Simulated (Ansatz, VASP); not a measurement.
Ca3MgN2: VASP beside Ansatz

INCAR

```
SYSTEM = Ca3MgN2
PREC = Accurate
ENCUT = 600
EDIFF = 1E-6
ISMEAR = 0
SIGMA = 0.1
LREAL = .FALSE.
LASPH = .TRUE.
NELM = 100
ALGO = Normal
ISIF = 3
LWAVE = .FALSE.
LCHARG = .FALSE.
GGA = PE
IBRION = 2
NSW = 90
EDIFFG = -0.04
```

The input KPOINTS:

```
regular mesh
0
G
  6 6 6
  0 0 0
```

File POSCAR:

```
Ca3MgN2
1.0
    2.7423375300      1.5832893100      3.2952716200
   -2.7423375300      1.5832893100      3.2952716200
    0.0000000000     -3.1665786200      3.2952716200
Ca Mg N
3 1 2
Direct
    0.1612730000      0.8387270000      0.5000000000
    0.5000000000      0.1612730000      0.8387270000
    0.8387270000      0.5000000000      0.1612730000
    0.0000000000      0.0000000000      0.0000000000
    0.3349770000      0.3349770000      0.3349770000
    0.6650230000      0.6650230000      0.6650230000
```

Input for Ansatz:

```yaml
crystal:
  lattice:
    - [2.74233753, 1.58328931, 3.29527162]
    - [-2.74233753, 1.58328931, 3.29527162]
    - [0.0, -3.16657862, 3.29527162]
  atoms:
    - { symbol: Ca, position: [0.161273, 0.838727, 0.5] }
    - { symbol: Ca, position: [0.5, 0.161273, 0.838727] }
    - { symbol: Ca, position: [0.838727, 0.5, 0.161273] }
    - { symbol: Mg, position: [0.0, 0.0, 0.0] }
    - { symbol: "N", position: [0.334977, 0.334977, 0.334977] }
    - { symbol: "N", position: [0.665023, 0.665023, 0.665023] }
basis:
  ecutwfc: 420
kpoints:
  mp_grid: { grid: [6, 6, 6] }
hamiltonian:
  xc: pbe
scf:
  occupations: { method: gaussian, width: 0.1 }
  lower_state_search: "off"
output:
  forces: true
  stress: true
  eigenvalues: true
relax:
  adjacent_minimum: "off"
  f_tol: 0.04
  max_steps: 70
  cell: { stress_tol: 0.4 }
```

Alike in both runs: task relaxation of cell and atoms; functional PBE; k mesh 6 × 6 × 6; occupations gaussian, width 0.1 eV; no spin polarisation.

```csv
,VASP,Ansatz
version,VASP 6.6.1,Ansatz 0.2.0
potentials or method,"VASP PAW PBE potentials, release 64 (Ca_sv, Mg, N), cutoff 600 eV","scalar-relativistic, plane waves, PAW"
valence electrons in the cell,42,50
```

```tsv
	VASP	Ansatz	Ansatz less VASP
gap on the k mesh at the Fermi level, each at its own relaxed structure (eV)	0.10	0.06	-0.036
relaxed volume (Å³/atom)	19.49	19.74	+0.249
relaxed length of the cell vector where the two differ most in proportion (Å)	4.899	4.917	+0.0180
```

VASP's potentials hold 42 valence electrons a cell and Ansatz's 50, so a difference there can come from the potentials and not from the codes.

Noted on VASP's run: the volume moved by over 15 % at a fixed basis, so the end points are rough.
